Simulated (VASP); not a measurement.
# MnS (Fm-3m) in VASP: a series of runs

Runs on MnS. Level: PBE. Tasks: single point.

Everything below comes from runs of VASP 6.6.1. Logs are shortened: lines on timing, memory, paths and dates and some standing lists are left out, and cuts for length are marked.

## Step 1: The cell of the first run

It takes space group Fm-3m (No. 225, cubic). The conventional cell has a = 5.209 Å, b = 5.209 Å, c = 5.209 Å, α = 90.00°, β = 90.00°, γ = 90.00°. Mn (site symmetry m-3m) has 6 S at 2.60 Å within 3.4 Å. Within 3.4 Å of S (site symmetry m-3m) lie 6 Mn at 2.60 Å.

## Step 2: Single point, PBE, collinear spin, ferromagnetic start

INCAR

```
SYSTEM = MnS
ALGO = Normal
EDIFF = 1E-7
ENCUT = 520
GGA = PE
ISIF = 2
ISMEAR = 0
ISPIN = 2
LASPH = .TRUE.
LCHARG = .TRUE.
LELF = .TRUE.
LMAXMIX = 4
LORBIT = 11
LREAL = .FALSE.
LVHAR = .TRUE.
LWAVE = .FALSE.
MAGMOM = 5 0
NBANDS = 20
NELM = 150
PREC = Accurate
SIGMA = 0.05
```

KPOINTS

```
k-points
0
G
  12 12 12
  0 0 0
```

POSCAR

```
MnS
1.0
    0.0000000000      2.6045000000      2.6045000000
    2.6045000000      0.0000000000      2.6045000000
    2.6045000000      2.6045000000      0.0000000000
Mn S
1 1
Direct
    0.0000000000      0.0000000000      0.0000000000
    0.5000000000      0.5000000000      0.5000000000
```

Potentials or basis: VASP PAW PBE potentials, release 64 (Mn_pv, S).

Started as:

```bash
$ cat potpaw_PBE.64/Mn_pv/POTCAR potpaw_PBE.64/S/POTCAR > POTCAR
$ mpirun -np 1 vasp_std > vasp.out
```

OUTCAR:

```text
SYSTEM = MnS
   EDIFF = 1E-7
   ENCUT = 520
   GGA = PE
   ISIF = 2
   ISMEAR = 0
   ISPIN = 2
   LASPH = .TRUE.
   LORBIT = 11
   LREAL = .FALSE.
   NELM = 150
   PREC = Accurate

 ion  position               nearest neighbor table
   1  0.000  0.000  0.000-   2 2.60   2 2.60   2 2.60   2 2.60   2 2.60   2 2.60
   2  0.500  0.500  0.500-   1 2.60   1 2.60   1 2.60   1 2.60   1 2.60   1 2.60

  LATTYP: Found a face centered cubic cell.
 ALAT       =     5.2090000000

  Lattice vectors:

 A1 = (   0.0000000000,   2.6045000000,   2.6045000000)
 A2 = (   2.6045000000,   0.0000000000,   2.6045000000)
 A3 = (   2.6045000000,   2.6045000000,   0.0000000000)

Analysis of symmetry for initial positions (statically):
=====================================================================
 Subroutine PRICEL returns:
 Original cell was already a primitive cell.

 Routine SETGRP: Setting up the symmetry group for a
 face centered cubic supercell.

 Subroutine GETGRP returns: Found 48 space group operations
 (whereof 48 operations were pure point group operations)
 out of a pool of 48 trial point group operations.

The static configuration has the point symmetry O_h .

Analysis of symmetry for dynamics (positions and initial velocities):
=====================================================================
 Subroutine PRICEL returns:
 Original cell was already a primitive cell.

 Routine SETGRP: Setting up the symmetry group for a
 face centered cubic supercell.

 Subroutine GETGRP returns: Found 48 space group operations
 (whereof 48 operations were pure point group operations)
 out of a pool of 48 trial point group operations.

The dynamic configuration has the point symmetry O_h .

Analysis of structural, dynamic, and magnetic symmetry:
=====================================================================
 Subroutine PRICEL returns:
 Original cell was already a primitive cell.

 Routine SETGRP: Setting up the symmetry group for a
 face centered cubic supercell.

 Subroutine GETGRP returns: Found 48 space group operations
 (whereof 48 operations were pure point group operations)
 out of a pool of 48 trial point group operations.

The overall configuration has the point symmetry O_h .

 Subroutine INISYM returns: Found 48 space group operations
 (whereof 48 operations are pure point group operations),
 and found     1 'primitive' translations

----------------------------------------------------------------------------------------

                                     Primitive cell

  volume of cell :      35.3348

  direct lattice vectors                    reciprocal lattice vectors
     0.000000000  2.604500000  2.604500000    -0.191975427  0.191975427  0.191975427
     2.604500000  0.000000000  2.604500000     0.191975427 -0.191975427  0.191975427
     2.604500000  2.604500000  0.000000000     0.191975427  0.191975427 -0.191975427

  length of vectors
     3.683319223  3.683319223  3.683319223     0.332511194  0.332511194  0.332511194

  position of ions in fractional coordinates (direct lattice)
     0.000000000  0.000000000  0.000000000
     0.500000000  0.500000000  0.500000000

  ion indices of the primitive-cell ions
   primitive index   ion index
                 1           1
                 2           2

----------------------------------------------------------------------------------------

 KPOINTS: k-points

Automatic generation of k-mesh.
 Grid dimensions read from file:
 generate k-points for:   12   12   12

 Generating k-lattice:

  Cartesian coordinates                     Fractional coordinates (reciprocal lattice)
    -0.015997952  0.015997952  0.015997952     0.083333333  0.000000000  0.000000000
     0.015997952 -0.015997952  0.015997952     0.000000000  0.083333333  0.000000000
     0.015997952  0.015997952 -0.015997952     0.000000000  0.000000000  0.083333333

  Length of vectors
     0.027709266  0.027709266  0.027709266

  Shift w.r.t. Gamma in fractional coordinates (k-lattice)
     0.000000000  0.000000000  0.000000000

 Subroutine IBZKPT returns following result:
 ===========================================

 Found     72 irreducible k-points:

 Following reciprocal coordinates:
            Coordinates               Weight
  0.000000  0.000000  0.000000      1.000000
  0.083333  0.000000  0.000000      8.000000
  0.166667  0.000000  0.000000      8.000000
  0.250000  0.000000  0.000000      8.000000
  0.333333  0.000000  0.000000      8.000000
  0.416667  0.000000  0.000000      8.000000
[... 16 lines left out ...]
  0.500000  0.166667  0.000000     24.000000
 -0.416667  0.166667  0.000000     24.000000
 [... further k-points ...]
   k-points           NKPTS =     72   k-points in BZ     NKDIM =     72   number of bands    NBANDS=     20
   number of dos      NEDOS =    301   number of ions     NIONS =      2
   total plane-waves  NPLWV =  21952
   dimension x,y,z NGX =    28 NGY =   28 NGZ =   28
   dimension x,y,z NGXF=    56 NGYF=   56 NGZF=   56
   ions per type =               1   1
   NGX,Y,Z   is equivalent  to a cutoff of  12.64, 12.64, 12.64 a.u.
   NGXF,Y,Z  is equivalent  to a cutoff of  25.28, 25.28, 25.28 a.u.
 SYSTEM =  MnS
   PREC   = accura    normal or accurate (medium, high low for compatibility)
   ISTART =      0    job   : 0-new  1-cont  2-samecut
   ICHARG =      2    charge: 1-file 2-atom 10-const
   ISPIN  =      2    spin polarized calculation?
   LNONCOLLINEAR =      F non collinear calculations
   LSORBIT =      F    spin-orbit coupling
   LASPH  =      T    aspherical Exc in radial PAW
   ENCUT  =  520.0 eV  38.22 Ry    6.18 a.u.   6.85  6.85  6.85*2*pi/ulx,y,z
   NELM   =    150;   NELMIN=  2; NELMDL= -5     # of ELM steps
   EDIFF  = 0.1E-06   stopping-criterion for ELM
   LREAL  =      F    real-space projection
   EDIFFG = 0.1E-05   stopping-criterion for IOM
   NSW    =      0    number of steps for IOM
   IBRION =     -1    ionic relax: 0-MD 1-quasi-New 2-CG
   NFREE  =      0    steps in history (QN), initial steepest desc. (CG)
   ISIF   =      2    stress and relaxation
   ISYM   =      2    0-nonsym 1-usesym 2-fastsym
   POTIM  = 0.5000    time-step for ionic-motion
   TEBEG  =    0.0;   TEEND  =   0.0 temperature during run
   PSTRESS=    0.0 pullay stress
   NELECT =      19.0000    total number of electrons
   NUPDOWN=      -1.0000    fix difference up-down
   EMIN   =  10.00;   EMAX   =-10.00  energy-range for DOS
   EFERMI =   0.00;   METHOD = LEGACY
   ISMEAR =     0;   SIGMA  =   0.05  broadening in eV -4-tet -1-fermi 0-gaus
   EFERMI_NEDOS =   21; number of points for ismear=-14 and -15
   IALGO  =     38    algorithm
   IMIX   =      4    mixing-type and parameters
     AMIX     =   0.40;   BMIX     =  1.00
     AMIX_MAG =   1.60;   BMIX_MAG =  1.00
  volume/ion in A,a.u.               =      17.67       119.23
  Fermi-wavevector in a.u.,A,eV,Ry     =   1.331246  2.515690 24.112464  1.772216
  Thomas-Fermi vector in A             =   2.460272
   LORBIT       =     11    0 simple, 1 ext, 2 COOP (PROOUT), +10 PAW based schemes
   GGA     = PE    functional components
   LHFCALC =     F    Hartree Fock is set to
   AEXX    =    0.0000 exact exchange contribution
   IVDW    =     0    specifies the selected vdW correction
   LEPSILON=     F    determine dielectric tensor
   LRPA    =     F    only Hartree local field effects (RPA)
 spin polarized calculation
 Gauss-broadening in eV      SIGMA  =   0.05
  energy-cutoff  :      520.00
  volume of cell :       35.33
 maximum number of plane-waves:       963
   NGX = 13   NGY = 13   NGZ = 13

 number of electron      18.9999989 magnetization       4.7426633

 Free energy of the ion-electron system (eV)
  ---------------------------------------------------
  ext. energy  EPLUGINS =         0.00000000
  ---------------------------------------------------
  free energy    TOTEN  =       -14.06187459 eV

  energy without entropy =      -14.05977079  energy(sigma->0) =      -14.06082269

 E-fermi :   6.6454     XC(G=0): -10.6398

 val. band max:        6.6427314629   @ k =   0.5000   0.0833   0.0000
 cond. band min:       6.6598533969   @ k =  -0.4167   0.4167   0.0833
 fundamental gap:      0.0171219340
 Fermi energy:         6.6454485941

 spin component 1

 k-point     1 :       0.0000    0.0000    0.0000
  band No.  band energies     occupation
      1     -44.0704      1.00000
      2     -44.0704      1.00000
      3     -44.0704      1.00000
      4      -7.9351      1.00000
      5       3.2464      1.00000
      6       3.2464      1.00000
[... 12 lines left out ...]
     19      18.4170      0.00000
     20      18.7937      0.00000
[... 507 lines left out ...]
 k-point    24 :      -0.4167    0.1667    0.0000
  band No.  band energies     occupation
      1     -44.0776      1.00000
      2     -44.0729      1.00000
      3     -44.0719      1.00000
      4      -6.5235      1.00000
      5      -0.0518      1.00000
      6       1.6513      1.00000
[... 12 lines left out ...]
     19      20.4833      0.00000
     20      21.9742      0.00000

 [... further k-points ...]

 spin component 2

 k-point     1 :       0.0000    0.0000    0.0000
  band No.  band energies     occupation
      1     -39.5208      1.00000
      2     -39.5208      1.00000
      3     -39.5208      1.00000
      4      -7.6305      1.00000
      5       4.9978      1.00000
      6       4.9978      1.00000
[... 12 lines left out ...]
     19      19.4622      0.00000
     20      20.5156      0.00000
[... 507 lines left out ...]
 k-point    24 :      -0.4167    0.1667    0.0000
  band No.  band energies     occupation
      1     -39.5308      1.00000
      2     -39.5242      1.00000
      3     -39.5228      1.00000
      4      -6.2917      1.00000
      5       0.6397      1.00000
      6       2.7789      1.00000
[... 12 lines left out ...]
     19      21.4191      0.00000
     20      22.5138      0.00000

 [... further k-points ...]

------------------------ aborting loop because EDIFF is reached ----------------------------------------

  FORCE on cell =-STRESS in cart. coord.  units (eV):
  Direction    XX          YY          ZZ          XY          YZ          ZX
  --------------------------------------------------------------------------------------
  -------------------------------------------------------------------------------------
  Total       -0.5654028     -0.5654028     -0.5654028      0.0000000      0.0000000      0.0000000
  in kB      -25.6368973    -25.6368973    -25.6368973      0.0000000      0.0000000      0.0000000
  external PRESSURE =     -25.6368973 kB  Pullay stress =       0.0000000 kB

 VOLUME and BASIS-vectors are now :
 -----------------------------------------------------------------------------
  energy-cutoff  :      520.00
  volume of cell :       35.33
      direct lattice vectors                 reciprocal lattice vectors
     0.000000000  2.604500000  2.604500000    -0.191975427  0.191975427  0.191975427
     2.604500000  0.000000000  2.604500000     0.191975427 -0.191975427  0.191975427
     2.604500000  2.604500000  0.000000000     0.191975427  0.191975427 -0.191975427

 POSITION                                       TOTAL-FORCE (eV/Angst)
 -----------------------------------------------------------------------------------
      0.00000      0.00000      0.00000         0.000000      0.000000      0.000000
      2.60450      2.60450      2.60450        -0.000000      0.000000     -0.000000
 -----------------------------------------------------------------------------------
    total drift:                               -0.000000      0.000000      0.000000

  FREE ENERGIE OF THE ION-ELECTRON SYSTEM (eV)
  ---------------------------------------------------
  free  energy   TOTEN  =       -14.0618745899 eV

  energy  without entropy=      -14.0597707887  energy(sigma->0) =      -14.06082269

 total charge

# of ion       s       p       d       tot
------------------------------------------
    1        0.215   6.163   4.927  11.304
    2        1.327   2.403   0.000   3.730
--------------------------------------------------
tot          1.542   8.566   4.927  15.034

 magnetization (x)

# of ion       s       p       d       tot
------------------------------------------
    1        0.052   0.039   4.184   4.274
    2        0.027   0.087   0.000   0.113
--------------------------------------------------
tot          0.078   0.125   4.184   4.387
```

It took 63 s on 1 thread of AMD EPYC 9R45 (Zen 5), shared host; peak memory 0.19 GiB.

What came out:

| Item | Value |
| --- | --- |
| Free energy | -14.0619 eV |
| Pressure | -2.6 GPa |
| Net moment | 4.74 μB per cell |
| Site moments | Mn +4.27; S +0.11 μB |
| Valence electrons inside the program's atomic spheres | Mn 11.30; S 3.73 |

Caveat: a cell with one magnetic atom can't hold antiferromagnetic order, which such compounds often take; semilocal functionals often make such compounds metallic where correlation or magnetic order opens a gap, which also shifts bond lengths.

## Step 3: Single point, PBE, collinear spin, ferromagnetic start

This run uses another cell than the first one: it holds 4 atoms, not 2.

INCAR

```
SYSTEM = MnS
PREC = Accurate
ENCUT = 520
EDIFF = 1E-6
ISMEAR = 0
SIGMA = 0.05
LREAL = .FALSE.
LASPH = .TRUE.
NELM = 150
ALGO = Normal
ISIF = 2
LWAVE = .FALSE.
LCHARG = .FALSE.
ISPIN = 2
MAGMOM = 5 5 0 0
LORBIT = 11
LMAXMIX = 4
GGA = PE
NBANDS = 31
```

KPOINTS

```
regular mesh
0
G
  8 8 6
  0 0 0
```

POSCAR

```
MnS
1.0
    0.0000000000      2.5431237759     -2.5431237759
    0.0000000000      2.5431237759      2.5431237759
    5.0862475518      0.0000000000      0.0000000000
Mn S
2 2
Direct
    0.0000000000      0.0000000000      0.0000000000
    0.5000000000      0.5000000000      0.5000000000
    0.0000000000      1.0000000000      0.5000000000
    0.5000000000      1.5000000000      1.0000000000
```

Potentials or basis: VASP PAW PBE potentials, release 64 (Mn_pv, S).

Started as:

```bash
$ cat potpaw_PBE.64/Mn_pv/POTCAR potpaw_PBE.64/S/POTCAR > POTCAR
$ mpirun -np 1 vasp_std > vasp.out
```

OUTCAR:

```text
SYSTEM = MnS
   PREC = Accurate
   ENCUT = 520
   EDIFF = 1E-6
   ISMEAR = 0
   LREAL = .FALSE.
   LASPH = .TRUE.
   NELM = 150
   ISIF = 2
   ISPIN = 2
   LORBIT = 11
   GGA = PE

 ion  position               nearest neighbor table
   1  0.000  0.000  0.000-   3 2.54   4 2.54   3 2.54   4 2.54   4 2.54   4 2.54
   2  0.500  0.500  0.500-   3 2.54   4 2.54   4 2.54   3 2.54   3 2.54   3 2.54
   3  0.000  0.000  0.500-   1 2.54   2 2.54   1 2.54   2 2.54   2 2.54   2 2.54
   4  0.500  0.500  0.000-   1 2.54   2 2.54   2 2.54   1 2.54   1 2.54   1 2.54

  LATTYP: Found a simple tetragonal cell.
 ALAT       =     3.5965201347
 C/A-ratio  =     1.4142135624

  Lattice vectors:

 A1 = (   0.0000000000,   2.5431237759,  -2.5431237759)
 A2 = (   0.0000000000,   2.5431237759,   2.5431237759)
[... 1887 lines left out ...]
     5.086247552  0.000000000  0.000000000     0.196608598  0.000000000  0.000000000

 POSITION                                       TOTAL-FORCE (eV/Angst)
 -----------------------------------------------------------------------------------
      0.00000      0.00000      0.00000         0.000000     -0.000000      0.000000
      2.54312      2.54312      0.00000        -0.000000     -0.000000      0.000000
      2.54312      0.00000      0.00000         0.000000      0.000000     -0.000000
      0.00000      2.54312      0.00000         0.000000      0.000000     -0.000000
 -----------------------------------------------------------------------------------
    total drift:                                0.000000      0.000000      0.000000

  FREE ENERGIE OF THE ION-ELECTRON SYSTEM (eV)
  ---------------------------------------------------
  free  energy   TOTEN  =       -28.1726156133 eV

  energy  without entropy=      -28.1703668805  energy(sigma->0) =      -28.17149125

 total charge

# of ion       s       p       d       tot
------------------------------------------
    1        0.228   6.186   4.962  11.375
    2        0.228   6.186   4.962  11.375
    3        1.328   2.415   0.000   3.743
    4        1.328   2.415   0.000   3.743
--------------------------------------------------
tot          3.111  17.202   9.925  30.237

 magnetization (x)

# of ion       s       p       d       tot
------------------------------------------
    1        0.053   0.042   4.034   4.130
    2        0.053   0.042   4.034   4.130
    3        0.028   0.067   0.000   0.094
    4        0.028   0.067   0.000   0.094
--------------------------------------------------
tot          0.162   0.218   8.069   8.449
```

Run time: 2 min. Hardware: 1 thread of AMD EPYC 9R45 (Zen 5), shared host; peak memory 0.28 GiB.

Results:

| Property | Result |
| --- | --- |
| Free energy | -28.1726 eV |
| Pressure | 1.2 GPa |
| Net moment | 9.09 μB per cell |
| Site moments | Mn +4.13; S +0.09 μB |
| Valence electrons inside the program's atomic spheres | Mn 11.38; S 3.74 |

Stress tensor (GPa, compression positive):
```
0.79 0.00 0.00
0.00 1.43 0.00
0.00 0.00 1.43
```

Caveat: semilocal functionals often make such compounds metallic where correlation or magnetic order opens a gap, which also shifts bond lengths; only a ferromagnetic start was run, and an antiferromagnetic order may lie lower in energy.
